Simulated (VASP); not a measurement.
Input of a VASP 6.6.1 run:

Contents of INCAR:

```
SYSTEM = Li
  PREC = Accurate
  ENCUT = 600
  EDIFF = 1E-7
  ISMEAR = -1
  SIGMA = 0.1
  LREAL = .FALSE.
  LASPH = .TRUE.
  NELM = 100
  ALGO = Normal
  ISIF = 3
  LWAVE = .FALSE.
  LCHARG = .FALSE.
  GGA = PS
  IBRION = 2
  NSW = 32
  EDIFFG = -0.005
  PSTRESS = 520.0
```

KPOINTS

```
Automatic mesh
0
G
  20 20 20
  0 0 0
```

File POSCAR:

```
Li
1.0
    0.0000000000      1.6129227644      1.6129227644
    1.6129227644      0.0000000000      1.6129227644
    1.6129227644      1.6129227644      0.0000000000
Li
1
Direct
    0.0000000000      0.0000000000      0.0000000000
```

Potentials or basis: VASP PAW PBE potentials, release 64 (Li_sv).

Launch:

```console
$ cat potpaw_PBE.64/Li_sv/POTCAR > POTCAR
$ mpirun -np 1 vasp_std > vasp.out
```

Question: Predict the relaxed volume.

Answer: 8.35 Å³/atom.

Question: Predict the band gap on the k mesh.

Answer: Zero (an odd number of electrons rules out a gap without spin polarisation).

Step by step:
| step | energy change (eV) | largest force (eV/Å) | pressure (GPa) | volume (Å³) |
| --- | --- | --- | --- | --- |
| 1 | 0.0000 | 0.0000 | 51.40 | 8.39 |
| 2 | 0.0123 | 0.0000 | 52.05 | 8.35 |

Caveat: the cutoff is under 1.25 times the usual one of these potentials, so pressure, stress and relaxed cells hold a basis-set (Pulay) error; the cell is relaxed towards a set pressure, so the run minimises the enthalpy, not the energy; the PAW data sets were made with another functional, which shifts forces and pressure a little.
